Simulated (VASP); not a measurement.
# SnO2 in VASP: a series of runs

Runs on SnO2. Level: r2SCAN. Tasks: single point.

All numbers are computed with VASP 6.6.1; they aren't measurements. Logs are shortened: lines on timing, memory, paths and dates and some standing lists are left out, and cuts for length are marked.

### Step 1. The cell of the first run

The typed cell holds 6 atoms: a = 4.831 Å, b = 4.831 Å, c = 3.105 Å, α = 90.00°, β = 90.00°, γ = 90.00°.

### Step 2. Single point, r2SCAN (strain +0.015 along x and y, -0.030 along z)

POSCAR

```
SnO2
1.0
    4.8312153838      0.0000000000      0.0000000000
    0.0000000000      4.8314584775      0.0000000000
    0.0000000000      0.0000000000      3.1046894355
Sn O
2 4
Direct
    0.5000000000      0.5000000000      0.5000000000
    0.0000000000      0.0000000000      0.0000000000
    0.3058623571      0.3059582263      0.0000000000
    0.8058623571      0.1940417737      0.5000000000
    0.1941376429      0.8059582263      0.5000000000
    0.6941376429      0.6940417737      0.0000000000
```

INCAR.step1

```
SYSTEM = SnO2
PREC = Accurate ; ENCUT = 520
ISMEAR = 0 ; SIGMA = 0.05
LREAL = .False. ; LASPH = .True.
NELM = 100 ; NBANDS = 35
GGA = PE ; ALGO = Normal
EDIFF = 1E-4 ; LWAVE = .True.
LCHARG = .False.
```

INCAR.step2

```
SYSTEM = SnO2
PREC = Accurate ; ENCUT = 520
EDIFF = 1E-6 ; ISMEAR = 0
SIGMA = 0.05 ; LREAL = .False.
LASPH = .True. ; NELM = 100
ALGO = Normal ; ISIF = 2
LWAVE = .False. ; LCHARG = .False.
METAGGA = R2SCAN ; LMIXTAU = .True.
NBANDS = 35 ; ISTART = 1
```

KPOINTS

```
regular mesh
0
Gamma
  6 6 8
  0 0 0
```

Potentials or basis: VASP PAW PBE potentials, release 64 (Sn_d, O).

On the command line:

```
> cat potpaw_PBE.64/Sn_d/POTCAR potpaw_PBE.64/O/POTCAR > POTCAR
> cp INCAR.step1 INCAR
> mpirun -np 1 vasp_std > vasp.out
> cp INCAR.step2 INCAR
> mpirun -np 1 vasp_std > vasp.out
```

OUTCAR:

```text
SYSTEM = SnO2
   PREC = Accurate
   ENCUT = 520
   EDIFF = 1E-6
   ISMEAR = 0
   LREAL = .False.
   LASPH = .True.
   NELM = 100
   ISIF = 2
   METAGGA = R2SCAN
   ISTART = 1

 ion  position               nearest neighbor table
   1  0.500  0.500  0.500-   3 2.04   6 2.04   3 2.04   6 2.04   5 2.09   4 2.09   2 3.75   2 3.75
                             2 3.75   2 3.75   2 3.75   2 3.75   2 3.75   2 3.75
   2  0.000  0.000  0.000-   4 2.04   5 2.04   4 2.04   5 2.04   3 2.09   6 2.09   1 3.75   1 3.75
                             1 3.75   1 3.75   1 3.75   1 3.75   1 3.75   1 3.75
   3  0.306  0.306  0.000-   1 2.04   1 2.04   2 2.09
   4  0.806  0.194  0.500-   2 2.04   2 2.04   1 2.09
   5  0.194  0.806  0.500-   2 2.04   2 2.04   1 2.09
   6  0.694  0.694  0.000-   1 2.04   1 2.04   2 2.09

  LATTYP: Found a simple orthorhombic cell.
 ALAT       =     3.1046894355
 B/A-ratio  =     1.5561026261
 C/A-ratio  =     1.5561809250

  Lattice vectors:

 A1 = (   0.0000000000,   0.0000000000,   3.1046894355)
 A2 = (   4.8312153838,   0.0000000000,   0.0000000000)
 A3 = (   0.0000000000,   4.8314584775,   0.0000000000)

Analysis of symmetry for initial positions (statically):
=====================================================================
 Subroutine PRICEL returns:
 Original cell was already a primitive cell.

 Routine SETGRP: Setting up the symmetry group for a
 simple orthorhombic supercell.

 Subroutine GETGRP returns: Found  8 space group operations
 (whereof  4 operations were pure point group operations)
 out of a pool of  8 trial point group operations.

The static configuration has the point symmetry C_2h.
 The point group associated with its full space group is D_2h.

Analysis of symmetry for dynamics (positions and initial velocities):
=====================================================================
 Subroutine PRICEL returns:
 Original cell was already a primitive cell.

 Routine SETGRP: Setting up the symmetry group for a
 simple orthorhombic supercell.

 Subroutine GETGRP returns: Found  8 space group operations
 (whereof  4 operations were pure point group operations)
 out of a pool of  8 trial point group operations.

The dynamic configuration has the point symmetry C_2h.
 The point group associated with its full space group is D_2h.

 Subroutine INISYM returns: Found  8 space group operations
 (whereof  4 operations are pure point group operations),
 and found     1 'primitive' translations

----------------------------------------------------------------------------------------

                                     Primitive cell

  volume of cell :      72.4691

  direct lattice vectors                    reciprocal lattice vectors
     4.831215384  0.000000000  0.000000000     0.206987253  0.000000000  0.000000000
     0.000000000  4.831458478  0.000000000     0.000000000  0.206976838  0.000000000
     0.000000000  0.000000000  3.104689436     0.000000000  0.000000000  0.322093408

  length of vectors
     4.831215384  4.831458478  3.104689436     0.206987253  0.206976838  0.322093408

  position of ions in fractional coordinates (direct lattice)
     0.500000000  0.500000000  0.500000000
     0.000000000  0.000000000  0.000000000
     0.305862357  0.305958226  0.000000000
     0.805862357  0.194041774  0.500000000
     0.194137643  0.805958226  0.500000000
     0.694137643  0.694041774  0.000000000

  ion indices of the primitive-cell ions
   primitive index   ion index
                 1           1
                 2           2
                 3           3
                 4           4
                 5           5
                 6           6

----------------------------------------------------------------------------------------

 KPOINTS: regular mesh

Automatic generation of k-mesh.
 Grid dimensions read from file:
 generate k-points for:    6    6    8

 Generating k-lattice:

  Cartesian coordinates                     Fractional coordinates (reciprocal lattice)
     0.034497875  0.000000000  0.000000000     0.166666667  0.000000000  0.000000000
     0.000000000  0.034496140  0.000000000     0.000000000  0.166666667  0.000000000
     0.000000000  0.000000000  0.040261676     0.000000000  0.000000000  0.125000000

  Length of vectors
     0.034497875  0.034496140  0.040261676

  Shift w.r.t. Gamma in fractional coordinates (k-lattice)
     0.000000000  0.000000000  0.000000000

 Subroutine IBZKPT returns following result:
 ===========================================

 Found     80 irreducible k-points:

 Following reciprocal coordinates:
            Coordinates               Weight
  0.000000  0.000000  0.000000      1.000000
  0.166667  0.000000  0.000000      2.000000
  0.333333  0.000000  0.000000      2.000000
  0.500000  0.000000  0.000000      1.000000
  0.000000  0.166667  0.000000      2.000000
  0.166667  0.166667  0.000000      4.000000
[... 16 lines left out ...]
  0.333333  0.166667  0.125000      8.000000
  0.500000  0.166667  0.125000      4.000000
 [... further k-points ...]
   k-points           NKPTS =     80   k-points in BZ     NKDIM =     80   number of bands    NBANDS=     35
   number of dos      NEDOS =    301   number of ions     NIONS =      6
   total plane-waves  NPLWV =  31104
   dimension x,y,z NGX =    36 NGY =   36 NGZ =   24
   dimension x,y,z NGXF=    72 NGYF=   72 NGZF=   48
   ions per type =               2   4
   NGX,Y,Z   is equivalent  to a cutoff of  12.39, 12.39, 12.85 a.u.
   NGXF,Y,Z  is equivalent  to a cutoff of  24.78, 24.77, 25.70 a.u.
 SYSTEM =  SnO2
   PREC   = accura    normal or accurate (medium, high low for compatibility)
   ISTART =      1    job   : 0-new  1-cont  2-samecut
   ICHARG =      0    charge: 1-file 2-atom 10-const
   ISPIN  =      1    spin polarized calculation?
   LNONCOLLINEAR =      F non collinear calculations
   LSORBIT =      F    spin-orbit coupling
   LASPH  =      T    aspherical Exc in radial PAW
   ENCUT  =  520.0 eV  38.22 Ry    6.18 a.u.   8.98  8.98  5.77*2*pi/ulx,y,z
   NELM   =    100;   NELMIN=  2; NELMDL=  0     # of ELM steps
   EDIFF  = 0.1E-05   stopping-criterion for ELM
   LREAL  =      F    real-space projection
   EDIFFG = 0.1E-04   stopping-criterion for IOM
   NSW    =      0    number of steps for IOM
   IBRION =     -1    ionic relax: 0-MD 1-quasi-New 2-CG
   NFREE  =      0    steps in history (QN), initial steepest desc. (CG)
   ISIF   =      2    stress and relaxation
   ISYM   =      2    0-nonsym 1-usesym 2-fastsym
   POTIM  = 0.5000    time-step for ionic-motion
   TEBEG  =    0.0;   TEEND  =   0.0 temperature during run
   PSTRESS=    0.0 pullay stress
   NELECT =      52.0000    total number of electrons
   NUPDOWN=      -1.0000    fix difference up-down
   EMIN   =  10.00;   EMAX   =-10.00  energy-range for DOS
   EFERMI =   0.00;   METHOD = LEGACY
   ISMEAR =     0;   SIGMA  =   0.05  broadening in eV -4-tet -1-fermi 0-gaus
   EFERMI_NEDOS =   21; number of points for ismear=-14 and -15
   IALGO  =     38    algorithm
   IMIX   =      4    mixing-type and parameters
     AMIX     =   0.40;   BMIX     =  1.00
     AMIX_MAG =   1.60;   BMIX_MAG =  1.00
  volume/ion in A,a.u.               =      12.08        81.51
  Fermi-wavevector in a.u.,A,eV,Ry     =   1.465632  2.769643 29.226373  2.148078
  Thomas-Fermi vector in A             =   2.581466
   LORBIT       =      0    0 simple, 1 ext, 2 COOP (PROOUT), +10 PAW based schemes
   METAGGA = R2SCAN    functional components
   LHFCALC =     F    Hartree Fock is set to
   AEXX    =    0.0000 exact exchange contribution
   IVDW    =     0    specifies the selected vdW correction
   LEPSILON=     F    determine dielectric tensor
   LRPA    =     F    only Hartree local field effects (RPA)
 non-spin polarized calculation
 Gauss-broadening in eV      SIGMA  =   0.05
  energy-cutoff  :      520.00
  volume of cell :       72.47
 maximum number of plane-waves:      1976
 NGX is ok and might be reduce to    36
   NGX = 17   NGY = 17   NGZ = 11

 number of electron      52.0000002 magnetization

 Free energy of the ion-electron system (eV)
  ---------------------------------------------------
  ext. energy  EPLUGINS =         0.00000000
  ---------------------------------------------------
  free energy    TOTEN  =       -84.54285761 eV

  energy without entropy =      -84.54285761  energy(sigma->0) =      -84.54285761

 E-fermi :   5.8530     XC(G=0): -11.9549

 val. band max:        5.5412482215   @ k =   0.0000   0.0000   0.0000
 cond. band min:       7.4968066050   @ k =   0.0000   0.0000   0.0000
 fundamental gap:      1.9555583835
 Fermi energy:         5.8530403674

 k-point     1 :       0.0000    0.0000    0.0000
  band No.  band energies     occupation
      1     -16.2328      2.00000
      2     -15.4215      2.00000
      3     -14.9702      2.00000
      4     -14.9702      2.00000
      5     -14.9505      2.00000
      6     -14.8253      2.00000
[... 27 lines left out ...]
     34      18.3333      0.00000
     35      18.8626      0.00000

 k-point     2 :       0.1667    0.0000    0.0000
  band No.  band energies     occupation
      1     -16.1887      2.00000
      2     -15.4745      2.00000
      3     -14.9689      2.00000
      4     -14.9688      2.00000
      5     -14.9507      2.00000
      6     -14.8724      2.00000
[... 27 lines left out ...]
     34      18.2877      0.00000
     35      18.8419      0.00000

 k-point     3 :       0.3333    0.0000    0.0000
  band No.  band energies     occupation
      1     -16.0604      2.00000
      2     -15.6411      2.00000
      3     -14.9660      2.00000
      4     -14.9659      2.00000
      5     -14.9509      2.00000
      6     -14.9299      2.00000
[... 27 lines left out ...]
     34      18.5947      0.00000
     35      18.7751      0.00000
[... 723 lines left out ...]
 k-point    23 :       0.3333    0.1667    0.1250
  band No.  band energies     occupation
      1     -15.9750      2.00000
      2     -15.6319      2.00000
      3     -15.2019      2.00000
      4     -15.1978      2.00000
      5     -14.9025      2.00000
      6     -14.8614      2.00000
[... 27 lines left out ...]
     34      18.5996      0.00000
     35      18.7311      0.00000

 k-point    24 :       0.5000    0.1667    0.1250
  band No.  band energies     occupation
      1     -15.8213      2.00000
      2     -15.8213      2.00000
      3     -15.2003      2.00000
      4     -15.2003      2.00000
      5     -14.8842      2.00000
      6     -14.8842      2.00000
[... 27 lines left out ...]
     34      18.5790      0.00000
     35      19.1962      0.00000

 [... further k-points ...]

------------------------ aborting loop because EDIFF is reached ----------------------------------------

  FORCE on cell =-STRESS in cart. coord.  units (eV):
  Direction    XX          YY          ZZ          XY          YZ          ZX
  --------------------------------------------------------------------------------------
  -------------------------------------------------------------------------------------
  Total       -0.2837008     -0.2838478      5.2487646      0.0000000      0.0000000      0.0000000
  in kB       -6.2721765     -6.2754273    116.0419080      0.0000000      0.0000000      0.0000000
  external PRESSURE =      34.4981014 kB  Pullay stress =       0.0000000 kB

 VOLUME and BASIS-vectors are now :
 -----------------------------------------------------------------------------
  energy-cutoff  :      520.00
  volume of cell :       72.47
      direct lattice vectors                 reciprocal lattice vectors
     4.831215384  0.000000000  0.000000000     0.206987253  0.000000000  0.000000000
     0.000000000  4.831458478  0.000000000     0.000000000  0.206976838  0.000000000
     0.000000000  0.000000000  3.104689436     0.000000000  0.000000000  0.322093408

 POSITION                                       TOTAL-FORCE (eV/Angst)
 -----------------------------------------------------------------------------------
      2.41561      2.41573      1.55234         0.000000      0.000000      0.000000
      0.00000      0.00000      0.00000         0.000000      0.000000      0.000000
      1.47769      1.47822      0.00000        -0.137448     -0.137695      0.000000
      3.89329      0.93750      1.55234        -0.137448      0.137695      0.000000
      0.93792      3.89395      1.55234         0.137448     -0.137695     -0.000000
      3.35353      3.35323      0.00000         0.137448      0.137695     -0.000000
 -----------------------------------------------------------------------------------
    total drift:                                0.000000      0.000000      0.000000

  FREE ENERGIE OF THE ION-ELECTRON SYSTEM (eV)
  ---------------------------------------------------
  free  energy   TOTEN  =       -84.5428576094 eV

  energy  without entropy=      -84.5428576094  energy(sigma->0) =      -84.54285761
```

Wall time 13 min (1 thread of Oxide Virtual Turin-like, shared host); peak memory 0.25 GiB.

What came out:

- Free energy: -84.5429 eV
- Pressure: 3.4 GPa
- Largest force: 0.195 eV/Å
- Band gap on the k mesh: 1.96 eV, direct

Forces in eV/Å, atoms in the order of the input:
```
Sn   0.000  0.000  0.000
Sn   0.000  0.000  0.000
O   -0.137 -0.138  0.000
O   -0.137  0.138  0.000
O    0.137 -0.138  0.000
O    0.137  0.138  0.000
```

Stress tensor (GPa, compression positive):
```
-0.63  0.00  0.00
 0.00 -0.63  0.00
 0.00  0.00 11.60
```

Caveat: the cell differs from its parent crystal (strain +0.015 along x and y, -0.030 along z); the PAW data sets were made with another functional, which shifts forces and pressure a little; spin-orbit coupling is left out, which moves the levels of the heavy elements.

### Step 3. Single point, r2SCAN (strain +0.000 along x and y, +0.015 along z)

Changes to POSCAR since step 2:

```diff
@@ -2,5 +2,5 @@
 1.0
-    4.8312153838      0.0000000000      0.0000000000
-    0.0000000000      4.8314584775      0.0000000000
-    0.0000000000      0.0000000000      3.1046894355
+    4.7598181121      0.0000000000      0.0000000000
+    0.0000000000      4.7600576133      0.0000000000
+    0.0000000000      0.0000000000      3.2487214196
 Sn O
```

INCAR.step1

```
SYSTEM = SnO2
PREC = Accurate ; ENCUT = 520
ISMEAR = 0 ; SIGMA = 0.05
LREAL = .FALSE. ; LASPH = .TRUE.
NELM = 60 ; NBANDS = 35
GGA = PE ; ALGO = Normal
EDIFF = 1E-4 ; LWAVE = .TRUE.
LCHARG = .FALSE.
```

INCAR.step2

```
SYSTEM = SnO2
PREC = Accurate ; ENCUT = 520
EDIFF = 1E-6 ; ISMEAR = 0
SIGMA = 0.05 ; LREAL = .FALSE.
LASPH = .TRUE. ; NELM = 60
ALGO = Normal ; ISIF = 2
LWAVE = .FALSE. ; LCHARG = .FALSE.
METAGGA = R2SCAN ; LMIXTAU = .TRUE.
NBANDS = 35 ; ISTART = 1
```

KPOINTS

```
regular mesh
0
G
  6 6 8
  0 0 0
```

Potentials or basis: VASP PAW PBE potentials, release 64 (Sn_d, O).

On the command line:

```
> cat potpaw_PBE.64/Sn_d/POTCAR potpaw_PBE.64/O/POTCAR > POTCAR
> cp INCAR.step1 INCAR
> mpirun -np 1 vasp_std > vasp.out
> cp INCAR.step2 INCAR
> mpirun -np 1 vasp_std > vasp.out
```

Wall time 10 min (1 thread of Oxide Virtual Turin-like, shared host); peak memory 0.26 GiB.

It converged, with:

| Quantity | Value |
| --- | --- |
| Free energy | -84.6186 eV |
| Pressure | -2.6 GPa |
| Largest force | 0.067 eV/Å |
| Band gap on the k mesh | 1.57 eV, direct |

Forces in eV/Å, atoms in the order of the input:
```
Sn   0.000  0.000  0.000
Sn   0.000  0.000  0.000
O    0.048  0.047  0.000
O    0.048 -0.047  0.000
O   -0.048  0.047  0.000
O   -0.048 -0.047  0.000
```

Stress tensor (GPa, compression positive):
```
-1.36  0.00  0.00
 0.00 -1.36  0.00
 0.00  0.00 -5.15
```

Levels at points of the mesh, in eV from the valence-band top:
| k point | band 24 | band 25 | band 26 | band 27 | band 28 | band 29 |
| --- | --- | --- | --- | --- | --- | --- |
| (0.00, 0.00, 0.00) | -0.74 | -0.74 | 0.00 | 1.57 | 6.53 | 6.85 |
| (0.50, 0.00, 0.00) | -1.20 | -0.60 | -0.60 | 4.82 | 4.82 | 7.60 |
| (0.00, 0.50, 0.00) | -1.20 | -0.60 | -0.60 | 4.82 | 4.82 | 7.60 |
| (0.50, 0.50, 0.00) | -1.34 | -0.87 | -0.87 | 5.22 | 5.22 | 8.03 |
| (0.00, 0.00, 0.50) | -1.63 | -1.24 | -1.24 | 6.66 | 6.66 | 10.45 |
| (0.50, 0.00, 0.50) | -1.07 | -0.67 | -0.67 | 6.95 | 6.95 | 8.79 |
| (0.00, 0.50, 0.50) | -1.07 | -0.67 | -0.67 | 6.95 | 6.95 | 8.79 |
| (0.50, 0.50, 0.50) | -0.92 | -0.81 | -0.81 | 5.37 | 5.37 | 9.58 |

Caveat: the cell differs from its parent crystal (strain +0.000 along x and y, +0.015 along z); the PAW data sets were made with another functional, which shifts forces and pressure a little; spin-orbit coupling is left out, which moves the levels of the heavy elements.
